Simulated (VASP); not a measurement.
# Al30Si (a cell with a defect) in VASP: further runs

The runs below take Al30Si (a cell with a defect) through single point, with r2SCAN.

Program: VASP 6.6.1. These are calculated values, not measurements. Logs are shortened: lines on timing, memory, paths and dates and some standing lists are left out, and cuts for length are marked.

### Step 1. The cell of the first run

The cell holds a defect, 31 atoms: a = 8.100 Å, b = 8.100 Å, c = 8.100 Å, α = 90.00°, β = 90.00°, γ = 90.00°.

### Step 2. Single point, r2SCAN

Contents of POSCAR:

```
Al30Si
1.0
    8.1000000000      0.0000000000      0.0000000000
    0.0000000000      8.1000000000      0.0000000000
    0.0000000000      0.0000000000      8.1000000000
Al Si
30 1
Direct
    0.4978952658      0.0000000000     -0.0021047342
    0.7520480067      0.2503654595     -0.0025183984
    0.0036712296      0.0000000000     -0.0034532602
    0.2476866962      0.2506205229     -0.0025702161
    0.4984572596      0.5000000000     -0.0015427404
    0.7520480067      0.7496345405     -0.0025183984
    0.2479122692      0.0000000000      0.2524526993
    0.4974816016      0.2503654595      0.2520480067
    0.7520980022      0.5000000000      0.2520980022
    0.4965467398      0.0000000000      0.5036712296
    0.7529301940      0.2473222727      0.5018522335
    0.7524526993      0.0000000000      0.7479122692
    0.0030174229      0.5000000000     -0.0026296151
    0.2476866962      0.7493794771     -0.0025702161
    0.0018522335      0.2473222727      0.2529301940
    0.2469872756      0.5000000000      0.2509603615
    0.4974816016      0.7496345405      0.2520480067
    0.2473988542      0.2502581344      0.5027830598
    0.4973703849      0.5000000000      0.5030174229
    0.7529301940      0.7526777273      0.5018522335
    0.2467029933      0.0000000000      0.7467029933
    0.4974297839      0.2506205229      0.7476866962
    0.7509603615      0.5000000000      0.7469872756
    0.0018522335      0.7526777273      0.2529301940
    0.0024753261      0.5000000000      0.5024753261
    0.2473988542      0.7497418656      0.5027830598
    0.0027830598      0.2502581344      0.7473988542
    0.2475769825      0.5000000000      0.7475769825
    0.4974297839      0.7493794771      0.7476866962
    0.0027830598      0.7497418656      0.7473988542
    1.0066549279      0.0000000000      0.5066549279
```

Contents of INCAR.step1:

```
SYSTEM = Al30Si
  PREC = Accurate
  ENCUT = 520
  ISMEAR = -1
  SIGMA = 0.1
  LREAL = Auto
  LASPH = .True.
  NELM = 60
  NBANDS = 68
  GGA = PE
  ALGO = Normal
  EDIFF = 1E-4
  LWAVE = .True.
  LCHARG = .False.
```

Contents of INCAR.step2:

```
SYSTEM = Al30Si
  PREC = Accurate
  ENCUT = 520
  EDIFF = 1E-6
  ISMEAR = -1
  SIGMA = 0.1
  LREAL = Auto
  LASPH = .True.
  NELM = 60
  ALGO = Normal
  ISIF = 2
  LWAVE = .False.
  LCHARG = .False.
  METAGGA = R2SCAN
  LMIXTAU = .True.
  NBANDS = 68
  ISTART = 1
```

Contents of KPOINTS:

```
Automatic mesh
0
Gamma
  2 2 2
  0 0 0
```

Potentials or basis: VASP PAW PBE potentials, release 64 (Al, Si).

Started as:

```sh
> cat potpaw_PBE.64/Al/POTCAR potpaw_PBE.64/Si/POTCAR > POTCAR
> cp INCAR.step1 INCAR
> mpirun -np 1 vasp_std > vasp.out
> cp INCAR.step2 INCAR
> mpirun -np 1 vasp_std > vasp.out
```

OUTCAR:

```text
SYSTEM = Al30Si
   PREC = Accurate
   ENCUT = 520
   EDIFF = 1E-6
   ISMEAR = -1
   LREAL = Auto
   LASPH = .True.
   NELM = 60
   ISIF = 2
   METAGGA = R2SCAN
   ISTART = 1

 ion  position               nearest neighbor table
   1  0.498  0.000  0.998-  22 2.87  29 2.87   4 2.87  14 2.87  21 2.88  17 2.89   6 2.89   8 2.89
                             2 2.89  12 2.89   7 2.89
   2  0.752  0.250  0.997-  12 2.86  23 2.86  13 2.87  27 2.87   3 2.88   5 2.88   9 2.89  22 2.89
                             1 2.89  15 2.89   8 2.92
   3  0.004  0.000  0.997-  21 2.82  14 2.83   4 2.83  27 2.86  30 2.86  12 2.86   7 2.87   2 2.88
                             6 2.88  15 2.89  24 2.89
   4  0.248  0.251  0.997-  13 2.83   3 2.83  27 2.83  28 2.86  22 2.86   5 2.86   1 2.87  21 2.87
                            15 2.87  16 2.88   8 2.89   7 2.90
   5  0.498  0.500  0.998-  22 2.86  29 2.86   4 2.86  14 2.86  28 2.87  17 2.88   6 2.88   8 2.88
                             2 2.88  16 2.89  23 2.89   9 2.91
   6  0.752  0.750  0.997-  12 2.86  23 2.86  13 2.87  30 2.87   3 2.88   5 2.88   9 2.89  29 2.89
                             1 2.89  24 2.89  17 2.92
   7  0.248  0.000  0.252-  15 2.83  24 2.83  31 2.84  10 2.86   8 2.86  17 2.86   3 2.87  26 2.87
                            18 2.87   1 2.89   4 2.90  14 2.90
   8  0.497  0.250  0.252-   7 2.86  16 2.86  19 2.87  18 2.87  10 2.88   5 2.88   9 2.89   4 2.89
                             1 2.89  11 2.89   2 2.92
   9  0.752  0.500  0.252-  25 2.87  15 2.88  20 2.88  24 2.88  11 2.88  17 2.89   8 2.89   2 2.89
[... 31 lines left out ...]
  25  0.002  0.500  0.502-  28 2.81  26 2.83  27 2.83  18 2.83  30 2.83  16 2.84  23 2.84   9 2.87
                            15 2.88  20 2.88  11 2.88  24 2.88
  26  0.247  0.750  0.503-  30 2.80  31 2.81  21 2.83  28 2.83  25 2.83  29 2.83  24 2.84  10 2.86
                            19 2.86   7 2.87  17 2.87  16 2.87
  27  0.003  0.250  0.747-  18 2.80  31 2.81  21 2.83  28 2.83  25 2.83   4 2.83  11 2.84   3 2.86
                            13 2.86  12 2.87   2 2.87  23 2.87
  28  0.248  0.500  0.748-  25 2.81  19 2.83  13 2.83  18 2.83  26 2.83  27 2.83  30 2.83  14 2.86
                            22 2.86  29 2.86   4 2.86   5 2.87
  29  0.497  0.749  0.748-  19 2.83  10 2.83  26 2.83  28 2.86  14 2.86   5 2.86   1 2.87  21 2.87
                            20 2.87  23 2.88   6 2.89  12 2.90
  30  0.003  0.750  0.747-  26 2.80  31 2.81  21 2.83  28 2.83  25 2.83  14 2.83  20 2.84   3 2.86
                            13 2.86  12 2.87   6 2.87  23 2.87
  31  0.007  0.000  0.507-  21 2.75  18 2.81  26 2.81  27 2.81  30 2.81  12 2.84   7 2.84  11 2.87
                            20 2.87  24 2.87  15 2.87

  LATTYP: Found a simple cubic cell.
 ALAT       =     8.1000000000

  Lattice vectors:

 A1 = (   8.1000000000,   0.0000000000,   0.0000000000)
 A2 = (   0.0000000000,   8.1000000000,   0.0000000000)
 A3 = (   0.0000000000,   0.0000000000,   8.1000000000)

Analysis of symmetry for initial positions (statically):
=====================================================================
[... 180 lines left out ...]
   ISMEAR =    -1;   SIGMA  =   0.10  broadening in eV -4-tet -1-fermi 0-gaus
   EFERMI_NEDOS =   21; number of points for ismear=-14 and -15
   IALGO  =     38    algorithm
   IMIX   =      4    mixing-type and parameters
     AMIX     =   0.40;   BMIX     =  1.00
     AMIX_MAG =   1.60;   BMIX_MAG =  1.00
  volume/ion in A,a.u.               =      17.14       115.69
  Fermi-wavevector in a.u.,A,eV,Ry     =   0.918965  1.736593 11.490081  0.844497
  Thomas-Fermi vector in A             =   2.044106
   LORBIT       =      0    0 simple, 1 ext, 2 COOP (PROOUT), +10 PAW based schemes
   METAGGA = R2SCAN    functional components
   LHFCALC =     F    Hartree Fock is set to
   AEXX    =    0.0000 exact exchange contribution
   IVDW    =     0    specifies the selected vdW correction
   LEPSILON=     F    determine dielectric tensor
   LRPA    =     F    only Hartree local field effects (RPA)
 non-spin polarized calculation
  energy-cutoff  :      520.00
  volume of cell :      531.44
 maximum number of plane-waves:     14400
   NGX = 31   NGY = 31   NGZ = 31

 number of electron      94.0000000 magnetization

 Free energy of the ion-electron system (eV)
  ---------------------------------------------------
  ext. energy  EPLUGINS =         0.00000000
  ---------------------------------------------------
  free energy    TOTEN  =      -209.08793502 eV

  energy without entropy =     -208.61335728  energy(sigma->0) =     -208.85064615

 E-fermi :   7.3160     XC(G=0): -10.7222

 val. band max:        7.3003326040   @ k =   0.0000   0.5000   0.0000
 cond. band min:       7.3618204881   @ k =   0.5000   0.5000   0.0000
 fundamental gap:      0.0614878842
 Fermi energy:         7.3159741672

 k-point     1 :       0.0000    0.0000    0.0000
  band No.  band energies     occupation
      1      -4.1976      2.00000
      2      -2.3847      2.00000
      3      -1.8039      2.00000
      4      -1.7444      2.00000
      5      -1.7433      2.00000
      6      -1.6956      2.00000
[... 361 lines left out ...]
     58      10.9295      0.00000
     59      10.9879      0.00000
 [bands above 59 left out]

------------------------ aborting loop because EDIFF is reached ----------------------------------------

  FORCE on cell =-STRESS in cart. coord.  units (eV):
  Direction    XX          YY          ZZ          XY          YZ          ZX
  --------------------------------------------------------------------------------------
  -------------------------------------------------------------------------------------
  Total      -14.0731599    -15.8128275    -14.0731599      0.0000000      0.0000000      0.4060376
  in kB      -42.4274713    -47.6721851    -42.4274713      0.0000000      0.0000000      1.2241137
  external PRESSURE =     -44.1757092 kB  Pullay stress =       0.0000000 kB

 VOLUME and BASIS-vectors are now :
 -----------------------------------------------------------------------------
  energy-cutoff  :      520.00
  volume of cell :      531.44
      direct lattice vectors                 reciprocal lattice vectors
     8.100000000  0.000000000  0.000000000     0.123456790  0.000000000  0.000000000
     0.000000000  8.100000000  0.000000000     0.000000000  0.123456790  0.000000000
     0.000000000  0.000000000  8.100000000     0.000000000  0.000000000  0.123456790

 POSITION                                       TOTAL-FORCE (eV/Angst)
 -----------------------------------------------------------------------------------
      4.03295      0.00000      8.08295        -0.005067      0.000000     -0.005067
      6.09159      2.02796      8.07960         0.006536      0.003358     -0.005071
      0.02974      0.00000      8.07203         0.004032      0.000000      0.003479
      2.00626      2.03003      8.07918        -0.000696     -0.000138     -0.007985
      4.03750      4.05000      8.08750        -0.002842      0.000000     -0.002842
      6.09159      6.07204      8.07960         0.006536     -0.003358     -0.005071
[... 23 lines left out ...]
      0.02254      6.07291      6.05393         0.003639     -0.001952     -0.005178
      0.05390      0.00000      4.10390         0.010289      0.000000      0.010289
 -----------------------------------------------------------------------------------
    total drift:                               -0.019449     -0.000000     -0.019449

  FREE ENERGIE OF THE ION-ELECTRON SYSTEM (eV)
  ---------------------------------------------------
  free  energy   TOTEN  =      -209.0879350175 eV

  energy  without entropy=     -208.6133572770  energy(sigma->0) =     -208.85064615
```

OUTCAR.step1:

```text
SYSTEM = Al30Si
   PREC = Accurate
   ENCUT = 520
   ISMEAR = -1
   LREAL = Auto
   LASPH = .True.
[... 697 lines left out ...]
      6.09159      6.07204      8.07960         0.008155      0.033671      0.034727
[... 23 lines left out ...]
      0.02254      6.07291      6.05393        -0.016232      0.000887     -0.011117
      0.05390      0.00000      4.10390        -0.021709      0.000000     -0.021709
 -----------------------------------------------------------------------------------
    total drift:                               -0.020386     -0.000000     -0.020386

  FREE ENERGIE OF THE ION-ELECTRON SYSTEM (eV)
  ---------------------------------------------------
  free  energy   TOTEN  =      -116.6120681845 eV

  energy  without entropy=     -116.1093082447  energy(sigma->0) =     -116.36068821
```

OSZICAR.step1:

```text
N       E                     dE             d eps       ncg     rms          rms(c)
DAV:   1     0.127852953261E+03    0.12785E+03   -0.32698E+04   816   0.111E+03
DAV:   2    -0.104006204264E+03   -0.23186E+03   -0.21708E+03   956   0.143E+02
DAV:   3    -0.117560133365E+03   -0.13554E+02   -0.12917E+02  1020   0.280E+01
DAV:   4    -0.117860355731E+03   -0.30022E+00   -0.29832E+00   984   0.478E+00
DAV:   5    -0.117867668480E+03   -0.73127E-02   -0.73080E-02  1008   0.803E-01    0.759E+00
DAV:   6    -0.116916868092E+03    0.95080E+00   -0.19620E+00   972   0.345E+00    0.446E+00
DAV:   7    -0.116703260997E+03    0.21361E+00   -0.31523E-01   952   0.162E+00    0.216E+00
DAV:   8    -0.116616086408E+03    0.87175E-01   -0.84737E-02   960   0.799E-01    0.501E-01
DAV:   9    -0.116612544771E+03    0.35416E-02   -0.54342E-03   976   0.209E-01    0.322E-01
DAV:  10    -0.116612088370E+03    0.45640E-03   -0.11089E-03   968   0.873E-02    0.128E-01
DAV:  11    -0.116612068185E+03    0.20186E-04   -0.15114E-04   704   0.357E-02
   1 F= -.11661207E+03 E0= -.11636069E+03  d E =-.502760E+00
```

Run time: 13 min. Hardware: 1 thread of AMD EPYC 7R13 (Zen 3), shared host; peak memory 0.57 GiB.

What came out:

```
Free energy            : -209.0879 eV
Pressure               : -4.4 GPa
Largest force          : 0.015 eV/Å
Band gap on the k mesh : zero (bands 47 and 48 overlap by 0.91 eV)
```

Forces in eV/Å, atoms in the order of the input:
```
Al  -0.005  0.000 -0.005
Al   0.007  0.003 -0.005
Al   0.004  0.000  0.003
Al  -0.001  0.000 -0.008
Al  -0.003  0.000 -0.003
Al   0.007 -0.003 -0.005
Al  -0.002  0.000  0.005
Al  -0.005  0.003  0.007
Al   0.003  0.000  0.003
Al   0.003  0.000  0.004
Al   0.002  0.001 -0.002
Al   0.005  0.000 -0.002
Al   0.005  0.000  0.001
Al  -0.001  0.000 -0.008
Al  -0.002  0.001  0.002
Al  -0.004  0.000  0.000
Al  -0.005 -0.003  0.007
Al  -0.005  0.002  0.004
Al   0.001  0.000  0.005
Al   0.002 -0.001 -0.002
Al  -0.003  0.000 -0.003
Al  -0.008  0.000 -0.001
Al   0.000  0.000 -0.004
Al  -0.002 -0.001  0.002
Al   0.009  0.000  0.009
Al  -0.005 -0.002  0.004
Al   0.004  0.002 -0.005
Al  -0.006  0.000 -0.006
Al  -0.008  0.000 -0.001
Al   0.004 -0.002 -0.005
Si   0.010  0.000  0.010
```

Stress tensor (GPa, compression positive):
```
-4.24  0.00  0.12
 0.00 -4.77  0.00
 0.12  0.00 -4.24
```

Caveat: the k points lie up to 0.39 Å⁻¹ apart, too coarse for converged energies and pressures of a metal; the PAW data sets were made with another functional, which shifts forces and pressure a little.

(Part 1 of 2 ends here.)

The gap in the log of VASP goes by the Fermi energy; the results here count the filled bands.